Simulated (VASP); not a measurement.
# Nb (P6_3/mmc) in VASP: single point with r2SCAN

Aim: the single point of Nb with r2SCAN.

Program: VASP 6.6.1. These are calculated values, not measurements. Logs are shortened: lines on timing, memory, paths and dates and some standing lists are left out, and cuts for length are marked.

### 1 The cell of the first run

It takes space group P6_3/mmc (No. 194, hexagonal). Conventional cell: a = 2.861 Å, b = 2.861 Å, c = 5.244 Å, α = 90.00°, β = 90.00°, γ = 120.00°. Nb (site symmetry -6m2) has 12 Nb at 2.86 to 3.10 Å within 3.8 Å.

### 2 Single point, r2SCAN

File POSCAR:

```
Nb
1.0
    2.8610290338      0.0000000000      0.0000000000
   -1.4305145169      2.4777238243      0.0000000000
    0.0000000000      0.0000000000      5.2442395872
Nb
2
Direct
    0.3333333333      0.6666666667      0.2500000000
    0.6666666667      0.3333333333      0.7500000000
```

File INCAR.step1:

```
SYSTEM = Nb
PREC = Accurate
ENCUT = 520
ISMEAR = -1
SIGMA = 0.1
LREAL = .False.
LASPH = .True.
NELM = 100
NBANDS = 20
GGA = PE
ALGO = Normal
EDIFF = 1E-4
LWAVE = .True.
LCHARG = .False.
```

File INCAR.step2:

```
SYSTEM = Nb
PREC = Accurate
ENCUT = 520
EDIFF = 1E-6
ISMEAR = -1
SIGMA = 0.1
LREAL = .False.
LASPH = .True.
NELM = 100
ALGO = Normal
ISIF = 2
LWAVE = .False.
LCHARG = .False.
METAGGA = R2SCAN
LMIXTAU = .True.
NBANDS = 20
ISTART = 1
```

File KPOINTS:

```
regular mesh
0
Gamma
  7 7 3
  0 0 0
```

Potentials or basis: VASP PAW PBE potentials, release 64 (Nb_sv).

On the command line:

```bash
cat potpaw_PBE.64/Nb_sv/POTCAR > POTCAR
cp INCAR.step1 INCAR
mpirun -np 1 vasp_std > vasp.out
cp INCAR.step2 INCAR
mpirun -np 1 vasp_std > vasp.out
```

OUTCAR:

```text
SYSTEM = Nb
   PREC = Accurate
   ENCUT = 520
   EDIFF = 1E-6
   ISMEAR = -1
   LREAL = .False.
   LASPH = .True.
   NELM = 100
   ISIF = 2
   METAGGA = R2SCAN
   ISTART = 1

 ion  position               nearest neighbor table
   1  0.333  0.667  0.250-
   2  0.667  0.333  0.750-

  LATTYP: Found a hexagonal cell.
 ALAT       =     2.8610290338
 C/A-ratio  =     1.8329906915

  Lattice vectors:

 A1 = (   2.8610290338,   0.0000000000,   0.0000000000)
 A2 = (  -1.4305145169,   2.4777238243,   0.0000000000)
 A3 = (   0.0000000000,   0.0000000000,   5.2442395872)

Analysis of symmetry for initial positions (statically):
=====================================================================
 Subroutine PRICEL returns:
 Original cell was already a primitive cell.

 Routine SETGRP: Setting up the symmetry group for a
 hexagonal supercell.

 Subroutine GETGRP returns: Found 24 space group operations
 (whereof 12 operations were pure point group operations)
 out of a pool of 24 trial point group operations.

The static configuration has the point symmetry D_3d.
 The point group associated with its full space group is D_6h.

Analysis of symmetry for dynamics (positions and initial velocities):
=====================================================================
 Subroutine PRICEL returns:
 Original cell was already a primitive cell.

 Routine SETGRP: Setting up the symmetry group for a
 hexagonal supercell.

 Subroutine GETGRP returns: Found 24 space group operations
 (whereof 12 operations were pure point group operations)
 out of a pool of 24 trial point group operations.

The dynamic configuration has the point symmetry D_3d.
 The point group associated with its full space group is D_6h.

 Subroutine INISYM returns: Found 24 space group operations
 (whereof 12 operations are pure point group operations),
 and found     1 'primitive' translations

----------------------------------------------------------------------------------------

                                     Primitive cell

  volume of cell :      37.1756

  direct lattice vectors                    reciprocal lattice vectors
     2.861029034  0.000000000  0.000000000     0.349524590  0.201798116  0.000000000
    -1.430514517  2.477723824  0.000000000     0.000000000  0.403596232  0.000000000
[... 69 lines left out ...]
   ICHARG =      0    charge: 1-file 2-atom 10-const
   ISPIN  =      1    spin polarized calculation?
   LNONCOLLINEAR =      F non collinear calculations
   LSORBIT =      F    spin-orbit coupling
   LASPH  =      T    aspherical Exc in radial PAW
   ENCUT  =  520.0 eV  38.22 Ry    6.18 a.u.   5.32  5.32  9.75*2*pi/ulx,y,z
   NELM   =    100;   NELMIN=  2; NELMDL=  0     # of ELM steps
   EDIFF  = 0.1E-05   stopping-criterion for ELM
   LREAL  =      F    real-space projection
   EDIFFG = 0.1E-04   stopping-criterion for IOM
   NSW    =      0    number of steps for IOM
   IBRION =     -1    ionic relax: 0-MD 1-quasi-New 2-CG
   NFREE  =      0    steps in history (QN), initial steepest desc. (CG)
   ISIF   =      2    stress and relaxation
   ISYM   =      2    0-nonsym 1-usesym 2-fastsym
   POTIM  = 0.5000    time-step for ionic-motion
   TEBEG  =    0.0;   TEEND  =   0.0 temperature during run
   PSTRESS=    0.0 pullay stress
   NELECT =      26.0000    total number of electrons
   NUPDOWN=      -1.0000    fix difference up-down
   EMIN   =  10.00;   EMAX   =-10.00  energy-range for DOS
   EFERMI =   0.00;   METHOD = LEGACY
   ISMEAR =    -1;   SIGMA  =   0.10  broadening in eV -4-tet -1-fermi 0-gaus
   EFERMI_NEDOS =   21; number of points for ismear=-14 and -15
   IALGO  =     38    algorithm
   IMIX   =      4    mixing-type and parameters
     AMIX     =   0.40;   BMIX     =  1.00
     AMIX_MAG =   1.60;   BMIX_MAG =  1.00
  volume/ion in A,a.u.               =      18.59       125.44
  Fermi-wavevector in a.u.,A,eV,Ry     =   1.453160  2.746074 28.731062  2.111673
  Thomas-Fermi vector in A             =   2.570458
   LORBIT       =      0    0 simple, 1 ext, 2 COOP (PROOUT), +10 PAW based schemes
   METAGGA = R2SCAN    functional components
   LHFCALC =     F    Hartree Fock is set to
   AEXX    =    0.0000 exact exchange contribution
   IVDW    =     0    specifies the selected vdW correction
   LEPSILON=     F    determine dielectric tensor
   LRPA    =     F    only Hartree local field effects (RPA)
 non-spin polarized calculation
  energy-cutoff  :      520.00
  volume of cell :       37.18
 maximum number of plane-waves:      1027
 NGX is ok and might be reduce to    24
   NGX = 11   NGY = 11   NGZ = 19

 number of electron      26.0000000 magnetization

 Free energy of the ion-electron system (eV)
  ---------------------------------------------------
  ext. energy  EPLUGINS =         0.00000000
  ---------------------------------------------------
  free energy    TOTEN  =       -49.06967941 eV

  energy without entropy =      -48.97871798  energy(sigma->0) =      -49.02419870

 E-fermi :  11.0284     XC(G=0): -13.4198

 val. band max:       10.9945480383   @ k =   0.1429  -0.0000   0.0000
 cond. band min:      11.1396729004   @ k =   0.2857   0.1429   0.0000
 fundamental gap:      0.1451248621
 Fermi energy:        11.0283676620

 k-point     1 :       0.0000    0.0000    0.0000
  band No.  band energies     occupation
      1     -45.4880      2.00000
      2     -45.3520      2.00000
      3     -21.2630      2.00000
      4     -20.2735      2.00000
      5     -20.0601      2.00000
      6     -20.0601      2.00000
[... 357 lines left out ...]
     19      19.6089      0.00000
     20      20.0418      0.00000

------------------------ aborting loop because EDIFF is reached ----------------------------------------

  FORCE on cell =-STRESS in cart. coord.  units (eV):
  Direction    XX          YY          ZZ          XY          YZ          ZX
  --------------------------------------------------------------------------------------
  -------------------------------------------------------------------------------------
  Total        0.1375045      0.1375045     -0.2471349     -0.0000000      0.0000000      0.0000000
  in kB        5.9261132      5.9261132    -10.6509161     -0.0000000      0.0000000      0.0000000
  external PRESSURE =       0.4004368 kB  Pullay stress =       0.0000000 kB

 VOLUME and BASIS-vectors are now :
 -----------------------------------------------------------------------------
  energy-cutoff  :      520.00
  volume of cell :       37.18
      direct lattice vectors                 reciprocal lattice vectors
     2.861029034  0.000000000  0.000000000     0.349524590  0.201798116  0.000000000
    -1.430514517  2.477723824  0.000000000     0.000000000  0.403596232  0.000000000
     0.000000000  0.000000000  5.244239587     0.000000000  0.000000000  0.190685415

 POSITION                                       TOTAL-FORCE (eV/Angst)
 -----------------------------------------------------------------------------------
     -0.00000      1.65182      1.31106         0.000000      0.000000      0.000000
      1.43051      0.82591      3.93318        -0.000000     -0.000000      0.000000
 -----------------------------------------------------------------------------------
    total drift:                               -0.000000      0.000000     -0.000000

  FREE ENERGIE OF THE ION-ELECTRON SYSTEM (eV)
  ---------------------------------------------------
  free  energy   TOTEN  =       -49.0696794068 eV

  energy  without entropy=      -48.9787179833  energy(sigma->0) =      -49.02419870
```

OUTCAR.step1:

```text
SYSTEM = Nb
   PREC = Accurate
   ENCUT = 520
   ISMEAR = -1
   LREAL = .False.
   LASPH = .True.
[... 581 lines left out ...]
     -0.00000      1.65182      1.31106         0.000000      0.000000      0.000000
      1.43051      0.82591      3.93318        -0.000000     -0.000000      0.000000
 -----------------------------------------------------------------------------------
    total drift:                               -0.000000      0.000000     -0.000000

  FREE ENERGIE OF THE ION-ELECTRON SYSTEM (eV)
  ---------------------------------------------------
  free  energy   TOTEN  =       -19.8497149944 eV

  energy  without entropy=      -19.7524224090  energy(sigma->0) =      -19.80106870
```

It took 76 s on 1 thread of Intel Xeon 8259CL, shared host; peak memory 0.16 GiB.

Results:

| Quantity | Value |
| --- | --- |
| Free energy | -49.0697 eV |
| Pressure | 0.0 GPa |
| Band gap on the k mesh | zero (band 13 reaches 12.00 eV, above the bottom of band 14 at 10.65 eV) |

Levels at points of the mesh, in eV from the Fermi level:
```csv
k point,band 10,band 11,band 12,band 13,band 14,band 15,band 16,band 17
"(0.00, 0.00, 0.00)",-4.08,-1.00,0.32,0.44,0.44,0.89,0.89,2.92
```

Caveat: the k points lie up to 0.40 Å⁻¹ apart; the PAW data sets were made with another functional, which shifts forces and pressure a little.
